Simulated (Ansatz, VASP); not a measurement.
# Two plane-wave programs on SiO2

```xyz
12
Lattice="5.0355 0.0000 0.0000 -2.5178 4.3609 0.0000 0.0000 0.0000 8.5652" Properties=species:S:1:pos:R:3 pbc="T T T"
Si    2.5178    1.4536    8.0259
Si    2.5178    1.4536    4.8219
Si    0.0000    2.9073    0.5393
Si    0.0000    2.9073    3.7433
O    -1.0403    1.8019    0.0000
O     1.0403    1.8019    4.2826
O     2.9549    0.0000    4.2826
O     1.4775    2.5591    0.0000
O    -1.4775    2.5591    4.2826
O     2.5178    1.4536    6.4239
O     0.0000    2.9073    2.1413
O     2.0806    0.0000    0.0000
```

Alike in both runs: task single point; functional PBE; k mesh 6 × 6 × 4; occupations fermi-dirac, width 0.02 eV; no spin polarisation.

|  | VASP | Ansatz |
| --- | --- | --- |
| version | VASP 6.6.1 | Ansatz 0.2.0 |
| potentials or method | VASP PAW PBE potentials, release 64 (Si, O) | plane waves, PAW |
| plane-wave cutoff (eV) | 520 | 420 |
| valence electrons in the cell | 64 | 64 |

Ansatz gave:

- gap on the k mesh at the Fermi level (eV): 5.59
- pressure (GPa): 4.1
- traceless stress, the component that is largest in VASP (GPa): -0.08
- rms of the force components (eV/Å): 0.099

Task: Estimate VASP's values.

Result: gap on the k mesh at the Fermi level (eV): 5.59; pressure (GPa): 4.2; traceless stress, the component that is largest in VASP (GPa): -0.11; rms of the force components (eV/Å): 0.097.

Atom by atom the forces differ by 0.006 eV/Å (rms over components).
